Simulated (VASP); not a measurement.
# MgCd2TeSe2 (P4/mmm) in VASP: a series of runs, part 2 of 2

VASP 6.6.1.

### Step 4. Relaxation of cell and atoms, PBE

The input, INCAR:

```
SYSTEM = MgCd2TeSe2
PREC     = Accurate       ! precision mode
ENCUT    = 600            ! plane-wave cutoff, eV
EDIFF    = 1E-7           ! SCF threshold, eV
ISMEAR   = 0              ! smearing method
SIGMA    = 0.1            ! smearing width, eV
LREAL    = .False.        ! projectors in reciprocal space
LASPH    = .True.         ! aspherical terms in the spheres
NELM     = 60             ! most SCF steps
ALGO     = Normal         ! electronic algorithm
ISIF     = 3              ! what is computed and relaxed
LWAVE    = .False.        ! write WAVECAR
LCHARG   = .False.        ! write CHGCAR
GGA      = PE             ! functional
IBRION   = 2              ! ionic algorithm
NSW      = 90             ! ionic steps
EDIFFG   = -0.04          ! ionic threshold
```

The input, KPOINTS:

```
regular mesh
0
Gamma
  4 4 4
  0 0 0
```

The input, POSCAR:

```
MgCd2TeSe2
1.0
    5.6488175796      0.0000000000      0.0000000000
    0.0000000000      5.6488175796      0.0000000000
    0.0000000000      0.0000000000      5.6613792720
Mg Cd Te Se
1 2 1 2
Direct
    0.5000000000      0.5000000000      0.5000000000
    0.0000000000      0.0000000000      0.2582525531
    0.0000000000      0.0000000000      0.7417474469
    0.5000000000      0.5000000000      0.0000000000
    0.0000000000      0.5000000000      0.0000000000
    0.5000000000      0.0000000000      0.0000000000
```

Command:

```console
$ cat potpaw_PBE.64/Mg/POTCAR potpaw_PBE.64/Cd/POTCAR potpaw_PBE.64/Te/POTCAR potpaw_PBE.64/Se/POTCAR > POTCAR
$ mpirun -np 1 vasp_std > vasp.out
```

Wall time 86 s (1 thread of Intel Xeon 6975P-C (Granite Rapids), shared host); peak memory 0.41 GiB.

The run converged. Its results:

```
Free energy               : -13.5020 eV
Energy gained by relaxing : 0.1 meV/atom
Ionic steps               : 2
Pressure after relaxing   : 0.0 GPa
Band gap on the k mesh    : zero (bands 22 and 23 overlap by 1.39 eV)
```

Stress tensor (GPa, compression positive):
```
-0.04  0.00  0.00
 0.00 -0.04  0.00
 0.00  0.00  0.06
```

Step by step:
| step | energy change (eV) | largest force (eV/Å) | pressure (GPa) | volume (Å³) |
| --- | --- | --- | --- | --- |
| 1 | 0.0000 | 0.0366 | 0.00 | 180.65 |
| 2 | -0.0007 | 0.0002 | 0.00 | 180.66 |

Final structure:
```
Mg Cd Te Se
1.0
     5.64218    0.00000    0.00000
     0.00000    5.64218    0.00000
     0.00000    0.00000    5.67493
Mg Cd Te Se
1 2 1 2
Direct
  0.50000 0.50000 0.50000
  0.00000 0.00000 0.25794
  0.00000 0.00000 0.74206
  0.50000 0.50000 0.00000
  0.00000 0.50000 0.00000
  0.50000 0.00000 0.00000
```

Levels at points of the mesh, in eV from the Fermi level:
| k point | band 20 | band 21 | band 22 | band 23 | band 24 | band 25 |
| --- | --- | --- | --- | --- | --- | --- |
| (0.00, 0.00, 0.00) | -1.69 | -1.39 | -0.84 | 1.21 | 2.59 | 2.59 |
| (0.50, 0.00, 0.00) | -1.74 | -1.45 | -1.29 | -1.16 | 1.98 | 2.32 |
| (0.50, 0.50, 0.00) | -1.73 | -1.24 | -1.17 | -1.14 | -0.54 | 0.69 |
| (0.00, 0.00, 0.50) | -2.22 | -1.92 | -0.34 | 0.88 | 0.88 | 2.43 |
| (0.50, 0.00, 0.50) | -1.69 | -1.53 | -1.11 | 1.31 | 1.74 | 2.00 |
| (0.50, 0.50, 0.50) | -1.61 | -1.61 | -1.13 | -1.02 | 2.17 | 2.43 |

Caveat: spin-orbit coupling is left out, which moves the levels of the heavy elements.

### Step 5. Single point, PBE

This run uses another cell than the first one, of 30.26 Å³/atom.

The input, INCAR:

```
ALGO = Normal
EDIFF = 1E-6
ENCUT = 520
GGA = PE
ISIF = 2
ISMEAR = 0
LASPH = True
LCHARG = False
LREAL = False
LWAVE = False
NBANDS = 31
NELM = 100
PREC = Accurate
SIGMA = 0.1
```

The input, KPOINTS:

```
k-points
0
Gamma
  8 8 8
```

The input, POSCAR:

```
MgCd2TeSe2
1.0
    5.6576688689      0.0000000000      0.0000000000
    0.0000000000      5.6576688689      0.0000000000
    0.0000000000      0.0000000000      5.6721471495
Mg Cd Te Se
1 2 1 2
Direct
    0.5000000000      0.5000000000      0.5000000000
    0.0000000000      0.0000000000      0.2573118492
    0.0000000000      0.0000000000      0.7426881508
    0.5000000000      0.5000000000      0.0000000000
    0.0000000000      0.5000000000      0.0000000000
    0.5000000000      0.0000000000      0.0000000000
```

Command:

```console
$ cat potpaw_PBE.64/Mg/POTCAR potpaw_PBE.64/Cd/POTCAR potpaw_PBE.64/Te/POTCAR potpaw_PBE.64/Se/POTCAR > POTCAR
$ mpirun -np 1 vasp_std > vasp.out
```

Run time: 2.4 min. Hardware: 1 thread of Intel Xeon 6975P-C (Granite Rapids), shared host; peak memory 0.58 GiB.

Results (log left out):

* Free energy: -13.2171 eV
* Pressure: 0.1 GPa
* Band gap on the k mesh: zero (bands 22 and 23 overlap by 1.39 eV)

Stress tensor (GPa, compression positive):
```
0.02 0.00 0.00
0.00 0.02 0.00
0.00 0.00 0.15
```

Levels at points of the mesh, in eV from the Fermi level:
```csv
k point,band 19,band 20,band 21,band 22,band 23,band 24,band 25,band 26
"(0.00, 0.00, 0.00)",-2.42,-1.62,-1.33,-0.76,1.29,2.68,2.68,3.15
"(0.50, 0.00, 0.00)",-1.82,-1.70,-1.39,-1.19,-1.10,2.06,2.36,3.07
"(0.50, 0.50, 0.00)",-1.71,-1.71,-1.14,-1.13,-1.08,-0.47,0.79,0.79
"(0.00, 0.00, 0.50)",-2.24,-2.16,-1.84,-0.27,0.97,0.97,2.50,3.64
"(0.50, 0.00, 0.50)",-1.76,-1.65,-1.51,-1.04,1.34,1.83,2.08,2.23
"(0.50, 0.50, 0.50)",-2.17,-1.60,-1.60,-1.08,-1.00,2.21,2.51,2.60
```

Caveat: spin-orbit coupling is left out, which moves the levels of the heavy elements.

### Step 6. The runs side by side

```csv
task,cell,k mesh,cutoff (eV),gap on the mesh (eV),pressure (GPa),relaxed volume (Å³/atom),largest force (eV/Å)
single point,"a = 5.649, b = 5.649, c = 5.661 Å, 6 atoms, atomic positions A",4 × 4 × 4,520,none,0.0,-,0.04
relaxation of cell and atoms,"relaxed from a = 4.408, b = 4.408, c = 7.990 Å, 6 atoms, atomic positions B",4 × 4 × 2,600,none,0.0,30.02,0.01
relaxation of cell and atoms,"relaxed from a = 5.649, b = 5.649, c = 5.661 Å, 6 atoms, atomic positions A",4 × 4 × 4,600,none,0.0,30.11,-
single point,"a = 5.658, b = 5.658, c = 5.672 Å, 6 atoms, atomic positions A",8 × 8 × 8,520,none,0.1,-,-
```

Alike in all rows: level PBE; potentials or basis VASP PAW PBE potentials, release 64 (Mg, Cd, Te, Se); no spin polarisation; smearing gaussian 0.1 eV.

Caveats: some runs use coarse meshes; spin-orbit coupling is left out, which moves the levels of the heavy elements; the volume moved by over 15 % at a fixed basis, so the end points are rough (at least some runs).

Absolute energies hang on the potentials; compare differences alone.
